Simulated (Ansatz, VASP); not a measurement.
**MgCdS4 in VASP and in Ansatz**

```
CELL_PARAMETERS angstrom
6.01761 0.00000 0.00000
0.00000 6.01761 0.00000
0.00000 0.00000 3.83764
ATOMIC_POSITIONS crystal
Mg 0.00000 0.00000 0.50000
Cd 0.50000 0.50000 0.50000
S 0.67353 0.00000 0.00000
S 0.32647 0.00000 0.00000
S 0.00000 0.32647 0.00000
S 0.00000 0.67353 0.00000
```

Alike in both runs: functional PBE; k mesh 6 × 6 × 10; occupations gaussian, width 0.1 eV; no spin polarisation.

Ansatz relaxed the structure, and its values are those at the end. VASP's run is a single point on that final structure, the one shown.

|  | VASP | Ansatz |
| --- | --- | --- |
| version | VASP 6.6.1 | Ansatz 0.2.0 |
| potentials or method | VASP PAW PBE potentials, release 64 (Mg, Cd, S), cutoff 520 eV | scalar-relativistic, plane waves, PAW |
| valence electrons in the cell | 38 | 54 |

```tsv
	VASP	Ansatz	Ansatz less VASP
gap on the k mesh at the Fermi level (eV)	none	none	-
pressure (GPa)	-0.2	0.0	+0.20
rms of the force components (eV/Å)	0.044	0.001	-0.0429
```

A gap of «none» marks a metal or a gap that the smearing closes. VASP's potentials hold 38 valence electrons a cell and Ansatz's 54, so a difference there can come from the potentials and not from the codes.
